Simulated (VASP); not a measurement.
# SbSeBr3 (Cmmm) in VASP: a series of runs, part 2 of 2

VASP 6.6.1.

## Step 4: Relaxation of cell and atoms, PBE

INCAR

```
SYSTEM = SbSeBr3
PREC = Accurate ; ENCUT = 600
EDIFF = 1E-6 ; ISMEAR = 0
SIGMA = 0.1 ; LREAL = .FALSE.
LASPH = .TRUE. ; NELM = 80
ALGO = Normal ; ISIF = 3
LWAVE = .FALSE. ; LCHARG = .FALSE.
GGA = PE ; IBRION = 2
NSW = 90 ; EDIFFG = -0.04
```

KPOINTS

```
Automatic mesh
0
G
  4 4 4
  0 0 0
```

POSCAR

```
SbSeBr3
1.0
    3.2562200100     -4.6013236400      0.0000000000
    3.2562200100      4.6013236400      0.0000000000
    0.0000000000      0.0000000000      5.1461561000
Sb Se Br
1 1 3
Direct
    0.0000000000      0.0000000000      0.0000000000
    0.5000000000      0.5000000000      0.0000000000
    0.0000000000      0.5000000000      0.5000000000
    0.5000000000      0.0000000000      0.5000000000
    0.5000000000      0.5000000000      0.5000000000
```

Started as:

```console
cat potpaw_PBE.64/Sb/POTCAR potpaw_PBE.64/Se/POTCAR potpaw_PBE.64/Br/POTCAR > POTCAR
mpirun -np 1 vasp_std > vasp.out
```

It took 22 min on 1 thread of Intel Xeon 8259CL, shared host; peak memory 0.37 GiB.

It converged, with:

```
Free energy                           : -11.2932 eV
Relaxed volume                        : 41.58 Å³/atom
Relaxed cell                          : a = 7.775 Å, b = 7.775 Å, c = 5.341 Å, α = 90.00°, β = 90.00°, γ = 139.92°
Space group after relaxing (to 0.1 Å) : Cmmm (No. 65)
Energy gained by relaxing             : 365.9 meV/atom
Ionic steps                           : 17
Pressure after relaxing               : 0.0 GPa
Band gap on the k mesh                : zero (bands 16 and 17 overlap by 0.67 eV)
```

Stress tensor (GPa, compression positive):
```
-0.03  0.00  0.00
 0.00  0.04  0.00
 0.00  0.00 -0.08
```

Step by step:
```csv
step,energy change (eV),largest force (eV/Å),pressure (GPa),volume (Å³)
1,0.0000,0.0000,1.12,154.21
2,-0.0449,0.0000,0.19,159.03
3,-0.0607,0.0000,-1.02,167.04
4,-0.0934,0.0000,-1.11,168.11
5,-0.2311,0.0000,-1.27,171.06
6,-0.6094,0.0000,-1.05,175.71
7,-1.7028,0.0000,1.49,180.14
8,-1.5027,0.0000,4.30,180.13
9,-1.7046,0.0000,2.07,180.22
10,-1.7246,0.0000,2.18,184.75
11,-1.7248,0.0000,2.22,186.06
12,-1.7750,0.0000,1.52,191.34
13,-1.8278,0.0000,0.11,204.34
14,-1.8284,0.0000,-0.02,205.81
15,-1.8284,0.0000,-0.06,206.22
16,-1.8291,0.0000,-0.05,206.74
17,-1.8297,0.0000,-0.02,207.88
```

Final structure:
```yaml
crystal:
  lattice:
    - [2.66432, -7.30396, 0.00000]
    - [2.66432, 7.30396, 0.00000]
    - [0.00000, 0.00000, 5.34114]
  atoms:
    - { symbol: Sb, position: [0.00000, 0.00000, 0.00000] }
    - { symbol: Se, position: [0.50000, 0.50000, 0.00000] }
    - { symbol: Br, position: [0.00000, 0.50000, 0.50000] }
    - { symbol: Br, position: [0.50000, 0.00000, 0.50000] }
    - { symbol: Br, position: [0.50000, 0.50000, 0.50000] }
```

Levels at points of the mesh, in eV from the Fermi level:
| k point | band 12 | band 13 | band 14 | band 15 | band 16 | band 17 | band 18 | band 19 | band 20 |
| --- | --- | --- | --- | --- | --- | --- | --- | --- | --- |
| (0.00, 0.00, 0.00) | -1.86 | -0.93 | -0.08 | -0.05 | 0.38 | 1.19 | 3.60 | 3.64 | 4.51 |
| (0.50, 0.00, 0.00) | -1.27 | -1.24 | -1.20 | -0.52 | -0.36 | -0.23 | -0.15 | 0.98 | 3.45 |
| (0.50, 0.50, 0.00) | -1.85 | -1.06 | -0.18 | -0.05 | 0.36 | 1.09 | 3.60 | 3.64 | 6.04 |
| (0.00, 0.00, 0.50) | -2.13 | -2.13 | -1.30 | -0.15 | -0.06 | 0.31 | 1.09 | 3.64 | 7.05 |
| (0.50, 0.00, 0.50) | -1.38 | -1.33 | -1.32 | -1.29 | -0.93 | -0.29 | -0.19 | 0.60 | 1.10 |
| (0.50, 0.50, 0.50) | -2.16 | -1.97 | -1.92 | -0.16 | -0.14 | 0.40 | 1.13 | 3.64 | 7.07 |

Caveat: the volume moved by over 15 % at a fixed basis, so the end points are rough; spin-orbit coupling is left out, which moves the levels of the heavy elements.

## Step 5: Single point, PBE

This run uses another cell than the first one, of 44.33 Å³/atom.

INCAR

```
SYSTEM = SbSeBr3
  PREC = Accurate
  ENCUT = 520
  EDIFF = 1E-6
  ISMEAR = 0
  SIGMA = 0.1
  LREAL = .False.
  LASPH = .True.
  NELM = 60
  ALGO = Normal
  ISIF = 2
  LWAVE = .False.
  LCHARG = .True.
  GGA = PE
  LELF = .True.
  LVHAR = .True.
  NBANDS = 24
```

KPOINTS

```
regular mesh
0
Gamma
  8 8 8
  0 0 0
```

POSCAR: that of step 4 with these lines changed.

```diff
@@ -2,5 +2,5 @@
 1.0
-    3.2562200100     -4.6013236400      0.0000000000
-    3.2562200100      4.6013236400      0.0000000000
-    0.0000000000      0.0000000000      5.1461561000
+    2.6357335519     -7.6593353000      0.0000000000
+    2.6357335519      7.6593353000      0.0000000000
+    0.0000000000      0.0000000000      5.4898949029
 Sb Se Br
```

Started as:

```console
cat potpaw_PBE.64/Sb/POTCAR potpaw_PBE.64/Se/POTCAR potpaw_PBE.64/Br/POTCAR > POTCAR
mpirun -np 1 vasp_std > vasp.out
```

Wall time 18 min (1 thread of Intel Xeon 8259CL, shared host); peak memory 0.8 GiB.

The run converged. Its results:

```
Free energy            : -11.1657 eV
Pressure               : 0.0 GPa
Band gap on the k mesh : zero (bands 16 and 17 overlap by 0.71 eV)
```

Levels at points of the mesh, in eV from the Fermi level:
| k point | band 13 | band 14 | band 15 | band 16 | band 17 | band 18 | band 19 | band 20 |
| --- | --- | --- | --- | --- | --- | --- | --- | --- |
| (0.00, 0.00, 0.00) | -0.94 | -0.17 | -0.14 | 0.41 | 1.24 | 3.19 | 3.63 | 4.40 |
| (0.50, 0.00, 0.00) | -1.41 | -1.35 | -0.57 | -0.39 | -0.29 | -0.02 | 1.20 | 3.00 |
| (0.50, 0.50, 0.00) | -1.03 | -0.23 | -0.14 | 0.40 | 1.18 | 3.19 | 3.63 | 5.74 |
| (0.00, 0.00, 0.50) | -2.02 | -1.39 | -0.22 | -0.16 | 0.52 | 1.19 | 3.64 | 6.04 |
| (0.50, 0.00, 0.50) | -1.54 | -1.48 | -1.43 | -1.11 | -0.26 | -0.09 | 0.64 | 1.28 |
| (0.50, 0.50, 0.50) | -2.04 | -1.89 | -0.22 | -0.21 | 0.57 | 1.21 | 3.64 | 5.84 |

Caveat: spin-orbit coupling is left out, which moves the levels of the heavy elements.

## Step 6: Single point, PBE

This run uses another cell than the first one, of 44.33 Å³/atom.

INCAR

```
ALGO = Normal ; EDIFF = 1E-7
ENCUT = 520 ; GGA = PE
ISIF = 2 ; ISMEAR = 0
LASPH = T ; LCHARG = F
LREAL = F ; LWAVE = F
NBANDS = 24 ; NELM = 100
PREC = Accurate ; SIGMA = 0.1
```

KPOINTS

```
k-points
0
Gamma
  8 8 8
```

POSCAR is that of step 5.

Potentials or basis: VASP PAW PBE potentials, release 64 (Sb, Se, Br).

Started as:

```console
cat potpaw_PBE.64/Sb/POTCAR potpaw_PBE.64/Se/POTCAR potpaw_PBE.64/Br/POTCAR > POTCAR
mpirun -np 1 vasp_std > vasp.out
```

Run time: 16 min. Hardware: 1 thread of Intel Xeon 8259CL, shared host; peak memory 0.8 GiB.

It converged, with:

| Property | Result |
| --- | --- |
| Free energy | -11.1657 eV |
| Pressure | 0.0 GPa |
| Band gap on the k mesh | zero (bands 16 and 17 overlap by 0.71 eV) |

Levels at points of the mesh, in eV from the Fermi level:
| k point | band 12 | band 13 | band 14 | band 15 | band 16 | band 17 | band 18 | band 19 | band 20 | band 21 |
| --- | --- | --- | --- | --- | --- | --- | --- | --- | --- | --- |
| (0.00, 0.00, 0.00) | -1.71 | -0.94 | -0.17 | -0.14 | 0.41 | 1.24 | 3.19 | 3.63 | 4.40 | 5.69 |
| (0.50, 0.00, 0.00) | -1.42 | -1.41 | -1.35 | -0.57 | -0.39 | -0.29 | -0.02 | 1.20 | 3.00 | 6.12 |
| (0.50, 0.50, 0.00) | -1.69 | -1.03 | -0.23 | -0.14 | 0.40 | 1.18 | 3.19 | 3.63 | 5.74 | 5.77 |
| (0.00, 0.00, 0.50) | -2.19 | -2.02 | -1.39 | -0.22 | -0.16 | 0.52 | 1.19 | 3.64 | 6.04 | 6.71 |
| (0.50, 0.00, 0.50) | -1.54 | -1.54 | -1.48 | -1.43 | -1.11 | -0.26 | -0.09 | 0.64 | 1.28 | 6.25 |
| (0.50, 0.50, 0.50) | -2.09 | -2.04 | -1.89 | -0.22 | -0.21 | 0.57 | 1.21 | 3.64 | 5.84 | 6.26 |

Caveat: spin-orbit coupling is left out, which moves the levels of the heavy elements.

## Step 7: Overview

```tsv
task	cell	k mesh	cutoff (eV)	gap on the mesh (eV)	pressure (GPa)
single point	a = 5.637, b = 5.637, c = 5.146 Å, angles 90.0, 90.0, 109.4°, 5 atoms	4 × 4 × 4	520	none	1.1
single point	a = 7.585, b = 7.585, c = 5.326 Å, angles 90.0, 90.0, 138.9°, 5 atoms	4 × 4 × 4	520	none	0.1
relaxation of cell and atoms	relaxed from a = 5.637, b = 5.637, c = 5.146 Å, angles 90.0, 90.0, 109.4°, 5 atoms	4 × 4 × 4	600	none	0.0
single point	a = 8.100, b = 8.100, c = 5.490 Å, angles 90.0, 90.0, 142.0°, 5 atoms	8 × 8 × 8	520	none	0.0
```

Alike in all rows: level PBE; potentials or basis VASP PAW PBE potentials, release 64 (Sb, Se, Br); no spin polarisation; smearing gaussian 0.1 eV.

Caveats: spin-orbit coupling is left out, which moves the levels of the heavy elements; the volume moved by over 15 % at a fixed basis, so the end points are rough (at least some runs).

Total energies depend on the potentials used, so only differences within one code and one set of settings carry meaning.
